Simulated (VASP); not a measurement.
Crystal: Mo.

```
CELL_PARAMETERS angstrom
-1.57365 1.57365 1.57365
1.57365 -1.57365 1.57365
1.57365 1.57365 -1.57365
ATOMIC_POSITIONS crystal
Mo 0.00000 0.00000 0.00000
```

```yaml
Program: VASP 6.6.1
Task: relaxation of cell and atoms
Functional: RPBE
Potentials_or_basis: VASP PAW PBE potentials, release 64 (Mo_sv)
Cutoff: 600 eV
k_mesh: 14 × 14 × 14
Occupations: fermi-dirac, width 0.1 eV
Spin: no spin polarisation
```

At the start: pressure 7.8 GPa; volume 15.59 Å³/atom.

Task: Where does the relaxation end?

Result: Over 4 steps the energy falls by 11.1 meV/atom and the volume is 16.06 Å³/atom (+3.0 %); space group Im-3m (No. 229, to 0.05 Å).

Step by step:
| step | energy change (eV) | largest force (eV/Å) | pressure (GPa) | volume (Å³) |
| --- | --- | --- | --- | --- |
| 1 | 0.0000 | 0.0000 | 7.84 | 15.59 |
| 2 | 0.0620 | 0.0000 | -16.57 | 17.37 |
| 3 | -0.0111 | 0.0000 | -0.21 | 16.07 |
| 4 | -0.0111 | 0.0000 | -0.01 | 16.06 |

Final structure:
```
CELL_PARAMETERS angstrom
-1.58927 1.58927 1.58927
1.58927 -1.58927 1.58927
1.58927 1.58927 -1.58927
ATOMIC_POSITIONS crystal
Mo 0.00000 0.00000 0.00000
```

Caveat: the PAW data sets were made with another functional, which shifts forces and pressure a little.
